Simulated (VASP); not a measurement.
Write the native input for VASP 6.6.1 that does the following.

* Task: single point
* Functional: PBE
* Potentials or basis: VASP PAW PBE potentials, release 64 (W_sv, C)
* Cutoff: 520 eV
* k mesh: 6 × 6 × 4
* Occupations: gaussian, width 0.1 eV
* Spin: no spin polarisation
* Dipole correction: no
* Further INCAR settings: ALGO = Normal; EDIFF = 1e-06; NBANDS = 33

The structure of W3C2 lies in POSCAR:

```
W3C2
1.0
    3.5815136475      0.0000000025      0.0000000000
   -1.7907568259      3.1016818015      0.0000000000
    0.0000000000      0.0000000000      7.7901179121
W C
3 2
Direct
    0.0000000000      0.0000000000      0.8570088780
    0.0000000000      0.0000000000      0.1429911220
    0.0000000000      0.0000000000      0.5000000000
    0.3333333333      0.6666666667      0.5000000000
    0.6666666667      0.3333333333      0.5000000000
```

The cell was generated, and may not be a known phase.

The input as run:

INCAR

```
PREC = Accurate ; ENCUT = 520
EDIFF = 1E-6 ; ISMEAR = 0
SIGMA = 0.1 ; LREAL = F
LASPH = T ; NELM = 80
ALGO = Normal ; ISIF = 2
LWAVE = F ; LCHARG = F
GGA = PE ; NBANDS = 33
```

KPOINTS

```
Automatic mesh
0
Gamma
  6 6 4
```

Potentials or basis: VASP PAW PBE potentials, release 64 (W_sv, C).

The run is started by

```sh
$ cat potpaw_PBE.64/W_sv/POTCAR potpaw_PBE.64/C/POTCAR > POTCAR
$ mpirun -np 1 vasp_std > vasp.out
```

It gave:

```yaml
Pressure: 1.0 GPa
Largest_force: 0.366 eV/Å
Band_gap_on_the_k_mesh: zero (bands 25 and 26 overlap by 0.68 eV)
```

Caveat: spin-orbit coupling is left out, which moves the levels of the heavy elements.

It took 33 s on 1 thread of Intel(R) Xeon(R) 6975P-C (Granite Rapids) (shared host), peak memory 0.22 GiB.
